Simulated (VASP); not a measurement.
# NaCl in VASP: single point with PBEsol

Aim: the single point of NaCl with PBEsol.

Program: VASP 6.6.1. These are calculated values, not measurements. Logs are shortened: lines on timing, memory, paths and dates and some standing lists are left out, and cuts for length are marked.

### Step 1. The cell of the first run

The typed cell holds 2 atoms: a = 3.951 Å, b = 3.951 Å, c = 3.951 Å, α = 60.00°, β = 60.00°, γ = 60.00°.

### Step 2. Single point, PBEsol (atoms moved at random)

INCAR

```
PREC = Accurate
ENCUT = 520
EDIFF = 1E-6
ISMEAR = -1
SIGMA = 0.05
LREAL = F
LASPH = T
NELM = 80
ALGO = Normal
ISIF = 2
LWAVE = F
LCHARG = F
GGA = PS
NBANDS = 14
```

KPOINTS

```
Automatic mesh
0
Gamma
  8 8 8
```

POSCAR

```
NaCl
1.0
    0.0000000000      2.7940632177      2.7940632177
    2.7940632177      0.0000000000      2.7940632177
    2.7940632177      2.7940632177      0.0000000000
Cl Na
1 1
Direct
    0.4882060000      0.5126430000      0.5019320000
   -0.0041700000      0.0029950000     -0.0036060000
```

Potentials or basis: VASP PAW PBE potentials, release 64 (Cl, Na_pv).

Command:

```console
> cat potpaw_PBE.64/Cl/POTCAR potpaw_PBE.64/Na_pv/POTCAR > POTCAR
> mpirun -np 1 vasp_std > vasp.out
```

OUTCAR:

```text
PREC = Accurate
   ENCUT = 520
   EDIFF = 1E-6
   ISMEAR = -1
   LREAL = F
   LASPH = T
   NELM = 80
   ISIF = 2
   GGA = PS

 ion  position               nearest neighbor table
   1  0.488  0.513  0.502-
   2  0.996  0.003  0.996-

  LATTYP: Found a face centered cubic cell.
 ALAT       =     5.5881264354

  Lattice vectors:

 A1 = (   0.0000000000,   2.7940632177,   2.7940632177)
 A2 = (   2.7940632177,   0.0000000000,   2.7940632177)
 A3 = (   2.7940632177,   2.7940632177,   0.0000000000)

Analysis of symmetry for initial positions (statically):
=====================================================================
 Subroutine PRICEL returns:
 Original cell was already a primitive cell.

 Routine SETGRP: Setting up the symmetry group for a
 face centered cubic supercell.

 Subroutine GETGRP returns: Found  1 space group operations
 (whereof  1 operations were pure point group operations)
 out of a pool of 48 trial point group operations.

The static configuration has the point symmetry C_1 .

Analysis of symmetry for dynamics (positions and initial velocities):
=====================================================================
 Subroutine PRICEL returns:
 Original cell was already a primitive cell.

 Routine SETGRP: Setting up the symmetry group for a
 face centered cubic supercell.

 Subroutine GETGRP returns: Found  1 space group operations
 (whereof  1 operations were pure point group operations)
 out of a pool of 48 trial point group operations.

The dynamic configuration has the point symmetry C_1 .

 Subroutine INISYM returns: Found  1 space group operations
 (whereof  1 operations are pure point group operations),
 and found     1 'primitive' translations

----------------------------------------------------------------------------------------

                                     Primitive cell

  volume of cell :      43.6253

  direct lattice vectors                    reciprocal lattice vectors
     0.000000000  2.794063218  2.794063218    -0.178950854  0.178950854  0.178950854
     2.794063218  0.000000000  2.794063218     0.178950854 -0.178950854  0.178950854
     2.794063218  2.794063218  0.000000000     0.178950854  0.178950854 -0.178950854

  length of vectors
     3.951402097  3.951402097  3.951402097     0.309951972  0.309951972  0.309951972

  position of ions in fractional coordinates (direct lattice)
     0.488206000  0.512643000  0.501932000
     0.995830000  0.002995000  0.996394000

  ion indices of the primitive-cell ions
   primitive index   ion index
                 1           1
                 2           2

----------------------------------------------------------------------------------------

 KPOINTS: Automatic mesh

Automatic generation of k-mesh.
 Grid dimensions read from file:
 generate k-points for:    8    8    8

 Generating k-lattice:

  Cartesian coordinates                     Fractional coordinates (reciprocal lattice)
    -0.022368857  0.022368857  0.022368857     0.125000000  0.000000000  0.000000000
     0.022368857 -0.022368857  0.022368857     0.000000000  0.125000000  0.000000000
     0.022368857  0.022368857 -0.022368857     0.000000000  0.000000000  0.125000000

  Length of vectors
     0.038743996  0.038743996  0.038743996

  Shift w.r.t. Gamma in fractional coordinates (k-lattice)
     0.000000000  0.000000000  0.000000000

 Subroutine IBZKPT returns following result:
 ===========================================

 Found    260 irreducible k-points:

 Following reciprocal coordinates:
            Coordinates               Weight
  0.000000  0.000000  0.000000      1.000000
  0.125000  0.000000  0.000000      2.000000
  0.000000  0.125000  0.000000      2.000000
  0.000000  0.000000  0.125000      2.000000
  0.125000  0.125000  0.125000      2.000000
  0.250000  0.000000  0.000000      2.000000
[... 16 lines left out ...]
  0.125000  0.000000  0.250000      2.000000
  0.125000  0.125000 -0.125000      2.000000
 [... further k-points ...]
   k-points           NKPTS =    260   k-points in BZ     NKDIM =    260   number of bands    NBANDS=     14
   number of dos      NEDOS =    301   number of ions     NIONS =      2
   total plane-waves  NPLWV =  27000
   dimension x,y,z NGX =    30 NGY =   30 NGZ =   30
   dimension x,y,z NGXF=    60 NGYF=   60 NGZF=   60
   ions per type =               1   1
   NGX,Y,Z   is equivalent  to a cutoff of  12.62, 12.62, 12.62 a.u.
   NGXF,Y,Z  is equivalent  to a cutoff of  25.24, 25.24, 25.24 a.u.
 SYSTEM =  unknown system
   PREC   = accura    normal or accurate (medium, high low for compatibility)
   ISTART =      0    job   : 0-new  1-cont  2-samecut
   ICHARG =      2    charge: 1-file 2-atom 10-const
   ISPIN  =      1    spin polarized calculation?
   LNONCOLLINEAR =      F non collinear calculations
   LSORBIT =      F    spin-orbit coupling
   LASPH  =      T    aspherical Exc in radial PAW
   ENCUT  =  520.0 eV  38.22 Ry    6.18 a.u.   7.35  7.35  7.35*2*pi/ulx,y,z
   NELM   =     80;   NELMIN=  2; NELMDL= -5     # of ELM steps
   EDIFF  = 0.1E-05   stopping-criterion for ELM
   LREAL  =      F    real-space projection
   EDIFFG = 0.1E-04   stopping-criterion for IOM
   NSW    =      0    number of steps for IOM
   IBRION =     -1    ionic relax: 0-MD 1-quasi-New 2-CG
   NFREE  =      0    steps in history (QN), initial steepest desc. (CG)
   ISIF   =      2    stress and relaxation
   ISYM   =      2    0-nonsym 1-usesym 2-fastsym
   POTIM  = 0.5000    time-step for ionic-motion
   TEBEG  =    0.0;   TEEND  =   0.0 temperature during run
   PSTRESS=    0.0 pullay stress
   NELECT =      14.0000    total number of electrons
   NUPDOWN=      -1.0000    fix difference up-down
   EMIN   =  10.00;   EMAX   =-10.00  energy-range for DOS
   EFERMI =   0.00;   METHOD = LEGACY
   ISMEAR =    -1;   SIGMA  =   0.05  broadening in eV -4-tet -1-fermi 0-gaus
   EFERMI_NEDOS =   21; number of points for ismear=-14 and -15
   IALGO  =     38    algorithm
   IMIX   =      4    mixing-type and parameters
     AMIX     =   0.40;   BMIX     =  1.00
     AMIX_MAG =   1.60;   BMIX_MAG =  1.00
  volume/ion in A,a.u.               =      21.81       147.20
  Fermi-wavevector in a.u.,A,eV,Ry     =   1.120825  2.118053 17.092312  1.256249
  Thomas-Fermi vector in A             =   2.257475
   LORBIT       =      0    0 simple, 1 ext, 2 COOP (PROOUT), +10 PAW based schemes
   GGA     = PS    functional components
   LHFCALC =     F    Hartree Fock is set to
   AEXX    =    0.0000 exact exchange contribution
   IVDW    =     0    specifies the selected vdW correction
   LEPSILON=     F    determine dielectric tensor
   LRPA    =     F    only Hartree local field effects (RPA)
 non-spin polarized calculation
  energy-cutoff  :      520.00
  volume of cell :       43.63
 maximum number of plane-waves:      1211
 NGX is ok and might be reduce to    30
   NGX = 15   NGY = 15   NGZ = 15

 number of electron      14.0000000 magnetization

 Free energy of the ion-electron system (eV)
  ---------------------------------------------------
  ext. energy  EPLUGINS =         0.00000000
  ---------------------------------------------------
  free energy    TOTEN  =        -6.99654997 eV

  energy without entropy =       -6.99654997  energy(sigma->0) =       -6.99654997

 E-fermi :   0.5035     XC(G=0):  -8.4559

 val. band max:       -0.6227008499   @ k =   0.0000   0.0000   0.0000
 cond. band min:       4.4121222193   @ k =   0.0000   0.0000   0.0000
 fundamental gap:      5.0348230691
 Fermi energy:         0.5035044653

 k-point     1 :       0.0000    0.0000    0.0000
  band No.  band energies     occupation
      1     -21.2226      2.00000
      2     -21.2225      2.00000
      3     -21.2225      2.00000
      4     -13.3319      2.00000
      5      -0.6234      2.00000
      6      -0.6228      2.00000
      7      -0.6227      2.00000
      8       4.4121      0.00000
      9      10.4014      0.00000
     10      10.4017      0.00000
     11      10.4025      0.00000
     12      12.6592      0.00000
     13      12.6625      0.00000
     14      14.0746      0.00000

 k-point     2 :       0.1250    0.0000    0.0000
  band No.  band energies     occupation
      1     -21.2277      2.00000
      2     -21.2229      2.00000
      3     -21.2228      2.00000
      4     -13.2797      2.00000
      5      -1.0210      2.00000
      6      -0.6673      2.00000
      7      -0.6668      2.00000
      8       4.9280      0.00000
      9       9.8366      0.00000
     10      10.6024      0.00000
     11      10.6033      0.00000
     12      12.3965      0.00000
     13      12.3999      0.00000
     14      15.0636      0.00000

 k-point     3 :       0.0000    0.1250    0.0000
  band No.  band energies     occupation
      1     -21.2277      2.00000
      2     -21.2229      2.00000
      3     -21.2228      2.00000
      4     -13.2797      2.00000
      5      -1.0208      2.00000
      6      -0.6674      2.00000
      7      -0.6669      2.00000
      8       4.9280      0.00000
      9       9.8371      0.00000
     10      10.6026      0.00000
     11      10.6027      0.00000
     12      12.3965      0.00000
     13      12.3998      0.00000
     14      15.0640      0.00000
[... 324 lines left out ...]
 k-point    23 :       0.1250    0.0000    0.2500
  band No.  band energies     occupation
      1     -21.2362      2.00000
      2     -21.2253      2.00000
      3     -21.2246      2.00000
      4     -13.1632      2.00000
      5      -1.6120      2.00000
      6      -0.8397      2.00000
      7      -0.8306      2.00000
      8       5.9533      0.00000
      9       8.9632      0.00000
     10      10.5987      0.00000
     11      11.0878      0.00000
     12      11.7189      0.00000
     13      13.1744      0.00000
     14      16.2050      0.00000

 k-point    24 :       0.1250    0.1250   -0.1250
  band No.  band energies     occupation
      1     -21.2362      2.00000
      2     -21.2253      2.00000
      3     -21.2246      2.00000
      4     -13.1632      2.00000
      5      -1.6120      2.00000
      6      -0.8397      2.00000
      7      -0.8306      2.00000
      8       5.9533      0.00000
      9       8.9632      0.00000
     10      10.5987      0.00000
     11      11.0878      0.00000
     12      11.7189      0.00000
     13      13.1744      0.00000
     14      16.2050      0.00000

 [... further k-points ...]

------------------------ aborting loop because EDIFF is reached ----------------------------------------

  FORCE on cell =-STRESS in cart. coord.  units (eV):
  Direction    XX          YY          ZZ          XY          YZ          ZX
  --------------------------------------------------------------------------------------
  -------------------------------------------------------------------------------------
  Total        0.0800268      0.0592342      0.0589260      0.0006520      0.0001614     -0.0006207
  in kB        2.9390509      2.1754250      2.1641091      0.0239441      0.0059291     -0.0227972
  external PRESSURE =       2.4261950 kB  Pullay stress =       0.0000000 kB

 VOLUME and BASIS-vectors are now :
 -----------------------------------------------------------------------------
  energy-cutoff  :      520.00
  volume of cell :       43.63
      direct lattice vectors                 reciprocal lattice vectors
     0.000000000  2.794063218  2.794063218    -0.178950854  0.178950854  0.178950854
     2.794063218  0.000000000  2.794063218     0.178950854 -0.178950854  0.178950854
     2.794063218  2.794063218  0.000000000     0.178950854  0.178950854 -0.178950854

 POSITION                                       TOTAL-FORCE (eV/Angst)
 -----------------------------------------------------------------------------------
      2.83479      2.76651      2.79644        -0.064221      0.008446     -0.008420
      2.79236      5.56640      2.79078         0.064221     -0.008446      0.008420
 -----------------------------------------------------------------------------------
    total drift:                                0.000077      0.000591     -0.000028

  FREE ENERGIE OF THE ION-ELECTRON SYSTEM (eV)
  ---------------------------------------------------
  free  energy   TOTEN  =        -6.9965499666 eV

  energy  without entropy=       -6.9965499666  energy(sigma->0) =       -6.99654997
```

Wall time 3.7 min (1 thread of AMD EPYC 7R13, shared host); peak memory 0.27 GiB.

Results:

```
Free energy            : -6.9965 eV
Pressure               : 0.2 GPa
Largest force          : 0.065 eV/Å
Band gap on the k mesh : 5.03 eV
```

Forces in eV/Å, atoms in the order of the input:
```
Cl  -0.064  0.008 -0.008
Na   0.064 -0.008  0.008
```

Levels at points of the mesh, in eV from the valence-band top:
| k point | band 4 | band 5 | band 6 | band 7 | band 8 | band 9 | band 10 | band 11 |
| --- | --- | --- | --- | --- | --- | --- | --- | --- |
| (0.00, 0.00, 0.00) | -12.71 | 0.00 | 0.00 | 0.00 | 5.03 | 11.02 | 11.02 | 11.03 |
| (0.50, 0.00, 0.00) | -12.33 | -2.06 | -0.29 | -0.28 | 7.12 | 10.71 | 10.93 | 10.94 |
| (0.00, 0.50, 0.00) | -12.33 | -2.06 | -0.29 | -0.28 | 7.12 | 10.71 | 10.93 | 10.94 |
| (0.00, 0.00, 0.50) | -12.33 | -2.06 | -0.28 | -0.28 | 7.12 | 10.70 | 10.93 | 10.95 |
| (0.50, 0.50, 0.50) | -12.33 | -2.06 | -0.29 | -0.28 | 7.12 | 10.71 | 10.93 | 10.94 |
| (0.50, 0.50, 0.00) | -12.28 | -1.78 | -0.64 | -0.64 | 7.51 | 7.87 | 11.32 | 14.86 |
| (0.00, 0.50, 0.50) | -12.28 | -1.78 | -0.64 | -0.64 | 7.51 | 7.86 | 11.32 | 14.86 |
| (0.50, 0.00, 0.50) | -12.28 | -1.78 | -0.64 | -0.64 | 7.51 | 7.87 | 11.32 | 14.86 |

Caveat: the cell differs from its parent crystal (atoms moved at random); the PAW data sets were made with another functional, which shifts forces and pressure a little.
